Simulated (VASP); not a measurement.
# ZnS (I-4m2) in VASP: single point with HSE06

Aim: the single point of ZnS with HSE06.

Program: VASP 6.6.1. These are calculated values, not measurements. Logs are shortened: lines on timing, memory, paths and dates and some standing lists are left out, and cuts for length are marked.

## (1) The cell of the first run

The structure is tetragonal, space group I-4m2 (No. 119). The conventional cell has a = 3.810 Å, b = 3.810 Å, c = 5.120 Å, α = 90.00°, β = 90.00°, γ = 90.00°. Within 3.0 Å of Zn (site symmetry -4m2) lie 4 S at 2.30 Å. Within 3.0 Å of S (site symmetry -4m2) lie 4 Zn at 2.30 Å.

## (2) Single point, HSE06 (uniaxial x strain -5.0%)

Input file POSCAR:

```
ZnS
1.0
    0.0000000000      2.6940858343      2.6940858343
    2.5601897684      0.0000000000      2.6940858343
    2.5601897684      2.6940858343      0.0000000000
Zn S
1 1
Direct
    0.0000000000      0.0000000000      0.0000000000
    0.2500000000      0.2500000000      0.2500000000
```

Input file INCAR.step1:

```
ALGO     = Normal         # electronic algorithm
EDIFF    = 1E-5           # SCF threshold, eV
ENCUT    = 520            # plane-wave cutoff, eV
GGA      = PE             # functional
ISIF     = 2              # what is computed and relaxed
ISMEAR   = 0              # smearing method
LASPH    = T              # aspherical terms in the spheres
LREAL    = F              # projectors in reciprocal space
LWAVE    = T              # write WAVECAR
NBANDS   = 16             # bands
NELM     = 100            # most SCF steps
PREC     = Accurate       # precision mode
SIGMA    = 0.01           # smearing width, eV
```

Input file INCAR.step2:

```
ALGO     = Normal         # electronic algorithm
EDIFF    = 1E-6           # SCF threshold, eV
ENCUT    = 520            # plane-wave cutoff, eV
GGA      = PE             # functional
HFSCREEN = 0.2079         # screening, 1/A
ISIF     = 2              # what is computed and relaxed
ISMEAR   = 0              # smearing method
ISTART   = 1            
LASPH    = T              # aspherical terms in the spheres
LCHARG   = T              # write CHGCAR
LELF     = T              # ELF
LHFCALC  = T              # exact exchange
LREAL    = F              # projectors in reciprocal space
LVHAR    = T            
LWAVE    = F              # write WAVECAR
NBANDS   = 16             # bands
NELM     = 100            # most SCF steps
PREC     = Accurate       # precision mode
PRECFOCK = Normal       
SIGMA    = 0.01           # smearing width, eV
```

Input file KPOINTS:

```
k-points
0
Gamma
  6 6 6
```

Potentials or basis: VASP PAW PBE potentials, release 64 (Zn, S).

Run with:

```bash
cat potpaw_PBE.64/Zn/POTCAR potpaw_PBE.64/S/POTCAR > POTCAR
cp INCAR.step1 INCAR
mpirun -np 1 vasp_std > vasp.out
cp INCAR.step2 INCAR
mpirun -np 1 vasp_std > vasp.out
```

OUTCAR:

```text
EDIFF = 1E-6
   ENCUT = 520
   GGA = PE
   HFSCREEN = 0.2079
   ISIF = 2
   ISMEAR = 0
   ISTART = 1
   LASPH = T
   LHFCALC = T
   LREAL = F
   NELM = 100
   PREC = Accurate
   PRECFOCK = Normal

 ion  position               nearest neighbor table
   1  0.000  0.000  0.000-   2 2.30   2 2.30   2 2.30   2 2.30
   2  0.250  0.250  0.250-   1 2.30   1 2.30   1 2.30   1 2.30

  LATTYP: Found a body centered tetragonal cell.
 ALAT       =     3.8100127251
 C/A-ratio  =     1.3439271484

  Lattice vectors:

 A1 = (  -2.5601897684,   0.0000000000,  -2.6940858343)
 A2 = (  -2.5601897684,   0.0000000000,   2.6940858343)
 A3 = (   2.5601897684,   2.6940858343,   0.0000000000)

Analysis of symmetry for initial positions (statically):
=====================================================================
 Subroutine PRICEL returns:
 Original cell was already a primitive cell.

 Routine SETGRP: Setting up the symmetry group for a
 body centered tetragonal supercell.

 Subroutine GETGRP returns: Found  8 space group operations
 (whereof  8 operations were pure point group operations)
 out of a pool of 16 trial point group operations.

The static configuration has the point symmetry D_2d.

Analysis of symmetry for dynamics (positions and initial velocities):
=====================================================================
 Subroutine PRICEL returns:
 Original cell was already a primitive cell.

 Routine SETGRP: Setting up the symmetry group for a
 body centered tetragonal supercell.

 Subroutine GETGRP returns: Found  8 space group operations
 (whereof  8 operations were pure point group operations)
 out of a pool of 16 trial point group operations.

The dynamic configuration has the point symmetry D_2d.

 Subroutine INISYM returns: Found  8 space group operations
 (whereof  8 operations are pure point group operations),
 and found     1 'primitive' translations

----------------------------------------------------------------------------------------

                                     Primitive cell

  volume of cell :      37.1642

  direct lattice vectors                    reciprocal lattice vectors
     0.000000000  2.694085834  2.694085834    -0.195298023  0.185591711  0.185591711
     2.560189768  0.000000000  2.694085834     0.195298023 -0.185591711  0.185591711
     2.560189768  2.694085834  0.000000000     0.195298023  0.185591711 -0.185591711

  length of vectors
     3.810012725  3.716540075  3.716540075     0.327154221  0.327154221  0.327154221

  position of ions in fractional coordinates (direct lattice)
     0.000000000  0.000000000  0.000000000
     0.250000000  0.250000000  0.250000000

  ion indices of the primitive-cell ions
   primitive index   ion index
                 1           1
                 2           2

----------------------------------------------------------------------------------------

 KPOINTS: k-points

Automatic generation of k-mesh.
 Grid dimensions read from file:
 generate k-points for:    6    6    6

 Generating k-lattice:

  Cartesian coordinates                     Fractional coordinates (reciprocal lattice)
    -0.032549670  0.030931952  0.030931952     0.166666667  0.000000000  0.000000000
     0.032549670 -0.030931952  0.030931952     0.000000000  0.166666667 -0.000000000
     0.032549670  0.030931952 -0.030931952     0.000000000 -0.000000000  0.166666667

  Length of vectors
     0.054525703  0.054525703  0.054525703

  Shift w.r.t. Gamma in fractional coordinates (k-lattice)
     0.000000000  0.000000000  0.000000000

 Subroutine IBZKPT returns following result:
 ===========================================

 Found     30 irreducible k-points:

 Following reciprocal coordinates:
            Coordinates               Weight
  0.000000  0.000000  0.000000      1.000000
  0.166667 -0.000000 -0.000000      8.000000
  0.333333 -0.000000 -0.000000      8.000000
  0.500000 -0.000000 -0.000000      4.000000
  0.166667  0.166667  0.000000      4.000000
  0.333333  0.166667 -0.000000     16.000000
[... 16 lines left out ...]
 -0.333333  0.500000  0.166667      4.000000
  0.333333 -0.333333  0.166667      8.000000
 [... further k-points ...]
   k-points           NKPTS =     30   k-points in BZ     NKDIM =    216   number of bands    NBANDS=     16
   number of dos      NEDOS =    301   number of ions     NIONS =      2
   total plane-waves  NPLWV =  21952
   dimension x,y,z NGX =    28 NGY =   28 NGZ =   28
   dimension x,y,z NGXF=    56 NGYF=   56 NGZF=   56
   ions per type =               1   1
   NGX,Y,Z   is equivalent  to a cutoff of  12.22, 12.52, 12.52 a.u.
   NGXF,Y,Z  is equivalent  to a cutoff of  24.44, 25.05, 25.05 a.u.
 SYSTEM =  unknown system
   PREC   = accura    normal or accurate (medium, high low for compatibility)
   ISTART =      1    job   : 0-new  1-cont  2-samecut
   ICHARG =      0    charge: 1-file 2-atom 10-const
   ISPIN  =      1    spin polarized calculation?
   LNONCOLLINEAR =      F non collinear calculations
   LSORBIT =      F    spin-orbit coupling
   LASPH  =      T    aspherical Exc in radial PAW
   ENCUT  =  520.0 eV  38.22 Ry    6.18 a.u.   7.08  6.91  6.91*2*pi/ulx,y,z
   NELM   =    100;   NELMIN=  2; NELMDL=  0     # of ELM steps
   EDIFF  = 0.1E-05   stopping-criterion for ELM
   LREAL  =      F    real-space projection
   EDIFFG = 0.1E-04   stopping-criterion for IOM
   NSW    =      0    number of steps for IOM
   IBRION =     -1    ionic relax: 0-MD 1-quasi-New 2-CG
   NFREE  =      0    steps in history (QN), initial steepest desc. (CG)
   ISIF   =      2    stress and relaxation
   ISYM   =      3    0-nonsym 1-usesym 2-fastsym
   POTIM  = 0.5000    time-step for ionic-motion
   TEBEG  =    0.0;   TEEND  =   0.0 temperature during run
   PSTRESS=    0.0 pullay stress
   NELECT =      18.0000    total number of electrons
   NUPDOWN=      -1.0000    fix difference up-down
   EMIN   =  10.00;   EMAX   =-10.00  energy-range for DOS
   EFERMI =   0.00;   METHOD = LEGACY
   ISMEAR =     0;   SIGMA  =   0.01  broadening in eV -4-tet -1-fermi 0-gaus
   EFERMI_NEDOS =   21; number of points for ismear=-14 and -15
   IALGO  =     38    algorithm
   IMIX   =      1    mixing-type and parameters
     AMIX     =   0.40;   BMIX     =  1.00
     AMIX_MAG =   1.60;   BMIX_MAG =  1.00
  volume/ion in A,a.u.               =      18.58       125.40
  Fermi-wavevector in a.u.,A,eV,Ry     =   1.285654  2.429533 22.489143  1.652905
  Thomas-Fermi vector in A             =   2.417775
   LORBIT       =      0    0 simple, 1 ext, 2 COOP (PROOUT), +10 PAW based schemes
   GGA     = PE    functional components
   LHFCALC =     T    Hartree Fock is set to
   PRECFOCK=normal    Normal, Fast or Accurate (Low or Medium for compatibility)
   ENCUT4O =  -1.0   cutoff for four orbital integrals eV
   NKREDX  =     1    reduce k-point grid by
   NKREDY  =     1    reduce k-point grid by
   NKREDZ  =     1    reduce k-point grid by
   AEXX    =    0.2500 exact exchange contribution
   HFSCREEN=    0.2079 screening length (either q_TF or 0.3 A-1)
   HFSCREENC=   0.2079 screening length for correlation (either q_TF or 0.3 A-1)
   ENCUTFOCK=  -1.0 apply spherical cutoff to Coloumb kernel
   IVDW    =     0    specifies the selected vdW correction
   LEPSILON=     F    determine dielectric tensor
   LRPA    =     F    only Hartree local field effects (RPA)
 non-spin polarized calculation
 Gauss-broadening in eV      SIGMA  =   0.01
  energy-cutoff  :      520.00
  volume of cell :       37.16
 maximum number of plane-waves:      1017
  NGX = 24; NGY = 24; NGZ = 24

 number of electron      18.0000000 magnetization

 Free energy of the ion-electron system (eV)
  ---------------------------------------------------
  ext. energy  EPLUGINS =         0.00000000
  ---------------------------------------------------
  free energy    TOTEN  =        -8.31465668 eV

  energy without entropy =       -8.31465668  energy(sigma->0) =       -8.31465668

 E-fermi :   2.1484     XC(G=0):  -8.1971

 val. band max:        2.0625447202   @ k =   0.0000   0.0000   0.0000
 cond. band min:       5.5548726734   @ k =   0.0000   0.0000   0.0000
 fundamental gap:      3.4923279532
 Fermi energy:         2.1484437441

 k-point     1 :       0.0000    0.0000    0.0000
  band No.  band energies     occupation
      1     -12.8235      2.00000
      2      -6.1298      2.00000
      3      -6.1298      2.00000
      4      -6.1046      2.00000
      5      -5.6196      2.00000
      6      -5.6035      2.00000
[... 8 lines left out ...]
     15      15.5100      0.00000
     16      15.8050      0.00000

 k-point     2 :       0.1667   -0.0000   -0.0000
  band No.  band energies     occupation
      1     -12.5812      2.00000
      2      -6.0958      2.00000
      3      -6.0940      2.00000
      4      -6.0665      2.00000
      5      -5.6184      2.00000
      6      -5.6086      2.00000
[... 8 lines left out ...]
     15      14.5222      0.00000
     16      16.3901      0.00000

 k-point     3 :       0.3333   -0.0000   -0.0000
  band No.  band energies     occupation
      1     -12.0309      2.00000
      2      -6.0374      2.00000
      3      -6.0081      2.00000
      4      -5.8470      2.00000
      5      -5.6025      2.00000
      6      -5.5952      2.00000
[... 8 lines left out ...]
     15      15.1303      0.00000
     16      15.5860      0.00000

 k-point     4 :       0.5000   -0.0000   -0.0000
  band No.  band energies     occupation
      1     -11.7125      2.00000
      2      -6.0190      2.00000
      3      -5.9815      2.00000
      4      -5.5951      2.00000
      5      -5.5704      2.00000
      6      -5.3473      2.00000
[... 8 lines left out ...]
     15      16.8864      0.00000
     16      17.3762      0.00000
[... 324 lines left out ...]
 k-point    22 :       0.3333    0.5000    0.1667
  band No.  band energies     occupation
      1     -11.6696      2.00000
      2      -5.9873      2.00000
      3      -5.9136      2.00000
      4      -5.7740      2.00000
      5      -5.5985      2.00000
      6      -5.4726      2.00000
[... 8 lines left out ...]
     15      18.2444      0.00000
     16      18.4346      0.00000

 k-point    23 :      -0.3333    0.5000    0.1667
  band No.  band energies     occupation
      1     -11.3494      2.00000
      2      -5.9587      2.00000
      3      -5.8498      2.00000
      4      -5.6944      2.00000
      5      -5.6008      2.00000
      6      -5.1697      2.00000
[... 8 lines left out ...]
     15      18.1654      0.00000
     16      18.8217      0.00000

 k-point    24 :       0.3333   -0.3333    0.1667
  band No.  band energies     occupation
      1     -11.4578      2.00000
      2      -5.9775      2.00000
      3      -5.8630      2.00000
      4      -5.6644      2.00000
      5      -5.6063      2.00000
      6      -5.1997      2.00000
[... 8 lines left out ...]
     15      17.4331      0.00000
     16      17.8796      0.00000

 [... further k-points ...]
[... 5 lines left out ...]
  --------------------------------------------------------------------------------------
  -------------------------------------------------------------------------------------
  Total        1.7037882      1.2930771      1.2930771      0.0000000      0.0000000      0.0000000
  in kB       73.4515874     55.7455224     55.7455224      0.0000000      0.0000000      0.0000000
  external PRESSURE =      61.6475441 kB  Pullay stress =       0.0000000 kB

 VOLUME and BASIS-vectors are now :
 -----------------------------------------------------------------------------
  energy-cutoff  :      520.00
  volume of cell :       37.16
      direct lattice vectors                 reciprocal lattice vectors
     0.000000000  2.694085834  2.694085834    -0.195298023  0.185591711  0.185591711
     2.560189768  0.000000000  2.694085834     0.195298023 -0.185591711  0.185591711
     2.560189768  2.694085834  0.000000000     0.195298023  0.185591711 -0.185591711

 POSITION                                       TOTAL-FORCE (eV/Angst)
 -----------------------------------------------------------------------------------
      0.00000      0.00000      0.00000        -0.000000      0.000000      0.000000
      1.28009      1.34704      1.34704         0.000000     -0.000000     -0.000000
 -----------------------------------------------------------------------------------
    total drift:                               -0.000008      0.000004      0.000004

  FREE ENERGIE OF THE ION-ELECTRON SYSTEM (eV)
  ---------------------------------------------------
  free  energy   TOTEN  =        -8.3146566762 eV

  energy  without entropy=       -8.3146566762  energy(sigma->0) =       -8.31465668
```

Run time: 85 min. Hardware: 1 thread of Oxide Virtual Turin-like, shared host; peak memory 0.25 GiB.

What came out:

```yaml
Free_energy: -8.3147 eV
Pressure: 6.2 GPa
Band_gap_on_the_k_mesh: 3.49 eV
```

Caveat: the cell differs from its parent crystal (uniaxial x strain -5.0%); the cell stands under pressure; the PAW data sets were made with another functional, which shifts forces and pressure a little. A k mesh can miss the band edges.
